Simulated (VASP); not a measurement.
# BN (P-1) in VASP: a series of runs

Runs on BN. Level: PBE+D3(BJ). Tasks: single point.

All numbers are computed with VASP 6.6.1; they aren't measurements. Logs are shortened: lines on timing, memory, paths and dates and some standing lists are left out, and cuts for length are marked.

### 1 The cell of the first run

The typed cell holds 8 atoms: a = 2.506 Å, b = 2.506 Å, c = 13.243 Å, α = 88.92°, β = 87.83°, γ = 60.00°.

### 2 Single point, PBE+D3(BJ) (the part above a cut slid along it)

INCAR

```
SYSTEM = BN
ALGO = Normal
EDIFF = 1E-6
ENCUT = 520
GGA = PE
ISIF = 2
ISMEAR = 0
IVDW = 12
LASPH = .True.
LCHARG = .True.
LELF = .True.
LREAL = .False.
LVHAR = .True.
LWAVE = .False.
NBANDS = 26
NELM = 100
PREC = Accurate
SIGMA = 0.05
```

KPOINTS

```
k-points
0
Gamma
  10 10 2
  0 0 0
```

POSCAR

```
BN
1.0
   -2.5064381127      0.0000000000      0.0000000000
   -1.2532190563     -2.1706390786      0.0000000000
   -0.5012876225      0.0000000000     13.2336949040
B N
4 4
Direct
    0.1583333333      0.3333333333      0.8750000000
    0.2583333333      0.3333333333      0.3750000000
    0.6416666667      0.6666666667      0.1250000000
    0.5416666667      0.6666666667      0.6250000000
    0.3083333333      0.3333333333      0.1250000000
    0.2083333333      0.3333333333      0.6250000000
    0.4916666667      0.6666666667      0.8750000000
    0.5916666667      0.6666666667      0.3750000000
```

Potentials or basis: VASP PAW PBE potentials, release 64 (B, N).

The run is started by

```
> cat potpaw_PBE.64/B/POTCAR potpaw_PBE.64/N/POTCAR > POTCAR
> mpirun -np 1 vasp_std > vasp.out
```

OUTCAR:

```text
SYSTEM = BN
   EDIFF = 1E-6
   ENCUT = 520
   GGA = PE
   ISIF = 2
   ISMEAR = 0
   IVDW = 12
   LASPH = .True.
   LREAL = .False.
   NELM = 100
   PREC = Accurate
 IVDW          = 12

 ion  position               nearest neighbor table
   1  0.158  0.333  0.875-   7 1.45   7 1.45   7 1.45
   2  0.258  0.333  0.375-   8 1.45   8 1.45   8 1.45
   3  0.642  0.667  0.125-   5 1.45   5 1.45   5 1.45
   4  0.542  0.667  0.625-   6 1.45   6 1.45   6 1.45
   5  0.308  0.333  0.125-   3 1.45   3 1.45   3 1.45
   6  0.208  0.333  0.625-   4 1.45   4 1.45   4 1.45
   7  0.492  0.667  0.875-   1 1.45   1 1.45   1 1.45
   8  0.592  0.667  0.375-   2 1.45   2 1.45   2 1.45

  LATTYP: Found a base centered monoclinic cell.
 ALAT       =     2.5064381127
 B/A-ratio  =     1.7320508076
 C/A-ratio  =     5.2836675804
 COS(beta)  =    -0.0378524949

  Lattice vectors:

 A1 = (   1.2532190564,  -2.1706390786,   0.0000000000)
 A2 = (   1.2532190563,   2.1706390786,   0.0000000000)
 A3 = (  -0.5012876225,   0.0000000000,  13.2336949040)

Analysis of symmetry for initial positions (statically):
=====================================================================
 Subroutine PRICEL returns:
 Original cell was already a primitive cell.

 Routine SETGRP: Setting up the symmetry group for a
 base centered monoclinic supercell.

 Subroutine GETGRP returns: Found  2 space group operations
 (whereof  1 operations were pure point group operations)
 out of a pool of  4 trial point group operations.

The static configuration has the point symmetry C_1 .
 The point group associated with its full space group is S_2 .

Analysis of symmetry for dynamics (positions and initial velocities):
=====================================================================
 Subroutine PRICEL returns:
 Original cell was already a primitive cell.

 Routine SETGRP: Setting up the symmetry group for a
 base centered monoclinic supercell.

 Subroutine GETGRP returns: Found  2 space group operations
 (whereof  1 operations were pure point group operations)
 out of a pool of  4 trial point group operations.

The dynamic configuration has the point symmetry C_1 .
 The point group associated with its full space group is S_2 .

 Subroutine INISYM returns: Found  2 space group operations
 (whereof  1 operations are pure point group operations),
 and found     1 'primitive' translations

----------------------------------------------------------------------------------------

                                     Primitive cell

  volume of cell :      71.9989

  direct lattice vectors                    reciprocal lattice vectors
    -2.506438113  0.000000000  0.000000000    -0.398972548  0.230346908 -0.015112937
    -1.253219056 -2.170639079  0.000000000     0.000000000 -0.460693816  0.000000000
    -0.501287623  0.000000000 13.233694904     0.000000000  0.000000000  0.075564686

  length of vectors
     2.506438113  2.506438113 13.243185798     0.460941637  0.460693816  0.075564686

  position of ions in fractional coordinates (direct lattice)
     0.158333333  0.333333333  0.875000000
     0.258333333  0.333333333  0.375000000
     0.641666667  0.666666667  0.125000000
     0.541666667  0.666666667  0.625000000
     0.308333333  0.333333333  0.125000000
     0.208333333  0.333333333  0.625000000
     0.491666667  0.666666667  0.875000000
     0.591666667  0.666666667  0.375000000

  ion indices of the primitive-cell ions
   primitive index   ion index
                 1           1
                 2           2
                 3           3
                 4           4
                 5           5
                 6           6
                 7           7
                 8           8

----------------------------------------------------------------------------------------

 KPOINTS: k-points

Automatic generation of k-mesh.
 Grid dimensions read from file:
 generate k-points for:   10   10    2

 Generating k-lattice:

  Cartesian coordinates                     Fractional coordinates (reciprocal lattice)
    -0.039897255  0.023034691 -0.001511294     0.100000000  0.000000000  0.000000000
     0.000000000 -0.046069382  0.000000000     0.000000000  0.100000000  0.000000000
     0.000000000  0.000000000  0.037782343     0.000000000  0.000000000  0.500000000

  Length of vectors
     0.046094164  0.046069382  0.037782343

  Shift w.r.t. Gamma in fractional coordinates (k-lattice)
     0.000000000  0.000000000  0.000000000

 Subroutine IBZKPT returns following result:
 ===========================================

 Found    104 irreducible k-points:

 Following reciprocal coordinates:
            Coordinates               Weight
  0.000000  0.000000  0.000000      1.000000
  0.100000  0.000000  0.000000      2.000000
 -0.100000 -0.100000  0.000000      2.000000
  0.200000  0.000000  0.000000      2.000000
 -0.200000 -0.200000  0.000000      2.000000
  0.300000  0.000000 -0.000000      2.000000
[... 16 lines left out ...]
  0.300000  0.400000 -0.000000      2.000000
 -0.200000  0.100000  0.000000      2.000000
 [... further k-points ...]
   k-points           NKPTS =    104   k-points in BZ     NKDIM =    104   number of bands    NBANDS=     26
   number of dos      NEDOS =    301   number of ions     NIONS =      8
   total plane-waves  NPLWV =  39200
   dimension x,y,z NGX =    20 NGY =   20 NGZ =   98
   dimension x,y,z NGXF=    40 NGYF=   40 NGZF=  196
   ions per type =               4   4
   NGX,Y,Z   is equivalent  to a cutoff of  13.27, 13.27, 12.30 a.u.
   NGXF,Y,Z  is equivalent  to a cutoff of  26.53, 26.53, 24.60 a.u.
 SYSTEM =  BN
   PREC   = accura    normal or accurate (medium, high low for compatibility)
   ISTART =      0    job   : 0-new  1-cont  2-samecut
   ICHARG =      2    charge: 1-file 2-atom 10-const
   ISPIN  =      1    spin polarized calculation?
   LNONCOLLINEAR =      F non collinear calculations
   LSORBIT =      F    spin-orbit coupling
   LASPH  =      T    aspherical Exc in radial PAW
   ENCUT  =  520.0 eV  38.22 Ry    6.18 a.u.   4.66  4.66 24.62*2*pi/ulx,y,z
   NELM   =    100;   NELMIN=  2; NELMDL= -5     # of ELM steps
   EDIFF  = 0.1E-05   stopping-criterion for ELM
   LREAL  =      F    real-space projection
   EDIFFG = 0.1E-04   stopping-criterion for IOM
   NSW    =      0    number of steps for IOM
   IBRION =     -1    ionic relax: 0-MD 1-quasi-New 2-CG
   NFREE  =      0    steps in history (QN), initial steepest desc. (CG)
   ISIF   =      2    stress and relaxation
   ISYM   =      2    0-nonsym 1-usesym 2-fastsym
   POTIM  = 0.5000    time-step for ionic-motion
   TEBEG  =    0.0;   TEEND  =   0.0 temperature during run
   PSTRESS=    0.0 pullay stress
   NELECT =      32.0000    total number of electrons
   NUPDOWN=      -1.0000    fix difference up-down
   EMIN   =  10.00;   EMAX   =-10.00  energy-range for DOS
   EFERMI =   0.00;   METHOD = LEGACY
   ISMEAR =     0;   SIGMA  =   0.05  broadening in eV -4-tet -1-fermi 0-gaus
   EFERMI_NEDOS =   21; number of points for ismear=-14 and -15
   IALGO  =     38    algorithm
   IMIX   =      4    mixing-type and parameters
     AMIX     =   0.40;   BMIX     =  1.00
     AMIX_MAG =   1.60;   BMIX_MAG =  1.00
  volume/ion in A,a.u.               =       9.00        60.73
  Fermi-wavevector in a.u.,A,eV,Ry     =   1.249347  2.360923 21.236882  1.560867
  Thomas-Fermi vector in A             =   2.383391
   LORBIT       =      0    0 simple, 1 ext, 2 COOP (PROOUT), +10 PAW based schemes
   GGA     = PE    functional components
   LHFCALC =     F    Hartree Fock is set to
   AEXX    =    0.0000 exact exchange contribution
   IVDW    =    12    specifies the selected vdW correction
   LEPSILON=     F    determine dielectric tensor
   LRPA    =     F    only Hartree local field effects (RPA)
 non-spin polarized calculation
 Gauss-broadening in eV      SIGMA  =   0.05
  energy-cutoff  :      520.00
  volume of cell :       72.00
 maximum number of plane-waves:      1959
   NGX =  9   NGY =  9   NGZ = 49

 number of electron      31.9999998 magnetization

 Free energy of the ion-electron system (eV)
  ---------------------------------------------------
  ext. energy  EPLUGINS =         0.00000000
  ---------------------------------------------------
  free energy    TOTEN  =       -70.29822286 eV

  energy without entropy =      -70.29822286  energy(sigma->0) =      -70.29822286

 E-fermi :   2.6821     XC(G=0): -10.0880

 val. band max:        2.3780402634   @ k =  -0.3000   0.3000   0.0000
 cond. band min:       6.3688537971   @ k =   0.5000   0.0000  -0.0000
 fundamental gap:      3.9908135337
 Fermi energy:         2.6821127063

 k-point     1 :       0.0000    0.0000    0.0000
  band No.  band energies     occupation
      1     -15.4957      2.00000
      2     -15.3495      2.00000
      3     -15.3493      2.00000
      4     -15.1932      2.00000
      5      -3.9249      2.00000
      6      -2.9687      2.00000
[... 18 lines left out ...]
     25      13.8907      0.00000
     26      13.9114      0.00000

 k-point     2 :       0.1000    0.0000    0.0000
  band No.  band energies     occupation
      1     -15.3005      2.00000
      2     -15.1620      2.00000
      3     -15.1528      2.00000
      4     -15.0048      2.00000
      5      -3.6566      2.00000
      6      -2.7453      2.00000
[... 18 lines left out ...]
     25      14.5995      0.00000
     26      14.7181      0.00000

 k-point     3 :      -0.1000   -0.1000    0.0000
  band No.  band energies     occupation
      1     -15.3005      2.00000
      2     -15.1621      2.00000
      3     -15.1528      2.00000
      4     -15.0048      2.00000
      5      -3.6565      2.00000
      6      -2.7457      2.00000
[... 572 lines left out ...]
 k-point    23 :       0.3000    0.4000   -0.0000
  band No.  band energies     occupation
      1     -13.2220      2.00000
      2     -13.1359      2.00000
      3     -13.1143      2.00000
      4     -13.0243      2.00000
      5      -4.8832      2.00000
      6      -4.8640      2.00000
[... 18 lines left out ...]
     25      14.4278      0.00000
     26      14.7777      0.00000

 k-point    24 :      -0.2000    0.1000    0.0000
  band No.  band energies     occupation
      1     -14.1882      2.00000
      2     -14.0728      2.00000
      3     -14.0573      2.00000
      4     -13.9352      2.00000
      5      -2.9152      2.00000
      6      -2.8946      2.00000
[... 18 lines left out ...]
     25      14.2651      0.00000
     26      14.3353      0.00000

 [... further k-points ...]

------------------------ aborting loop because EDIFF is reached ----------------------------------------

 Edisp (eV)   -1.13189

 E8    (eV) :    -0.3316

  FORCE on cell =-STRESS in cart. coord.  units (eV):
  Direction    XX          YY          ZZ          XY          YZ          ZX
  --------------------------------------------------------------------------------------
  -------------------------------------------------------------------------------------
  Total       0.05834     0.05950    -0.00698     0.03481     0.03422     0.06062
  in kB       1.29832     1.32395    -0.15538     0.77466     0.76157     1.34892
  external pressure =        0.82 kB  Pullay stress =        0.00 kB

 VOLUME and BASIS-vectors are now :
 -----------------------------------------------------------------------------
  energy-cutoff  :      520.00
  volume of cell :       72.00
      direct lattice vectors                 reciprocal lattice vectors
    -2.506438113  0.000000000  0.000000000    -0.398972548  0.230346908 -0.015112937
    -1.253219056 -2.170639079  0.000000000     0.000000000 -0.460693816  0.000000000
    -0.501287623  0.000000000 13.233694904     0.000000000  0.000000000  0.075564686

 POSITION                                       TOTAL-FORCE (eV/Angst)
 -----------------------------------------------------------------------------------
     -1.25322     -0.72355     11.57948        -0.003582      0.005784     -0.011251
     -1.25322     -0.72355      4.96264         0.000063      0.000022      0.000188
     -2.50644     -1.44709      1.65421         0.003582     -0.005784      0.011251
     -2.50644     -1.44709      8.27106        -0.000063     -0.000022     -0.000188
     -1.25322     -0.72355      1.65421         0.014856      0.016046      0.004407
     -1.25322     -0.72355      8.27106         0.000098      0.000035     -0.000093
     -2.50644     -1.44709     11.57948        -0.014856     -0.016046     -0.004407
     -2.50644     -1.44709      4.96264        -0.000098     -0.000035      0.000093
 -----------------------------------------------------------------------------------
    total drift:                                0.000000     -0.000000      0.000000

  FREE ENERGIE OF THE ION-ELECTRON SYSTEM (eV)
  ---------------------------------------------------
  free  energy   TOTEN  =       -71.4301165724 eV

  energy  without entropy=      -71.4301165724  energy(sigma->0) =      -71.43011657
```

Wall time 80 s (1 thread of Intel Xeon 6975P-C (Granite Rapids), shared host); peak memory 0.28 GiB.

What came out:

```
Free energy                : -71.4301 eV
Pressure                   : 0.1 GPa
Largest force              : 0.022 eV/Å
Band gap on the k mesh     : 3.99 eV (least direct gap 4.37 eV)
Dispersion energy per atom : -0.141 eV
```

Forces in eV/Å, atoms in the order of the input:
```
B   -0.004  0.006 -0.011
B    0.000  0.000  0.000
B    0.004 -0.006  0.011
B    0.000  0.000  0.000
N    0.015  0.016  0.004
N    0.000  0.000  0.000
N   -0.015 -0.016 -0.004
N    0.000  0.000  0.000
```

Stress tensor (GPa, compression positive):
```
 0.13  0.08  0.13
 0.08  0.13  0.08
 0.13  0.08 -0.02
```

Caveat: the cell differs from its parent crystal (the part above a cut slid along it). A k mesh can miss the band edges.

(Part 1 of 3 ends here.)
